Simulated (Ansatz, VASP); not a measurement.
# One calculation of TiB, two programs

```
CELL_PARAMETERS angstrom
2.32812 2.32812 0.00000
-2.32812 2.32812 0.00000
0.00000 0.00000 4.65623
ATOMIC_POSITIONS crystal
Ti 0.50000 0.00000 0.25000
Ti 0.00000 0.50000 0.75000
B 0.00000 0.00000 0.00000
B 0.50000 0.50000 0.50000
```

Change from the starting cell: equal strain along all axes, cell held, atoms relaxed: -6.0 %.

Alike in both runs: task single point; functional r2SCAN; k mesh 16 × 16 × 10; occupations gaussian, width 0.1 eV; no spin polarisation.

|  | VASP | Ansatz |
| --- | --- | --- |
| version | VASP 6.6.1 | Ansatz 0.2.0 |
| potentials or method | VASP PAW PBE potentials, release 64 (Ti_sv, B), cutoff 520 eV | scalar-relativistic, plane waves, PAW |
| valence electrons in the cell | 30 | 30 |

Ansatz gave:

| Item | Value |
| --- | --- |
| gap on the k mesh at the Fermi level (eV) | none |
| pressure (GPa) | 27.1 |

Q: Estimate VASP's values.

A: gap on the k mesh at the Fermi level (eV): none; pressure (GPa): 27.5.

VASP's potentials were made for PBE, not for r2SCAN. A gap of «none» marks a metal or a gap that the smearing closes.
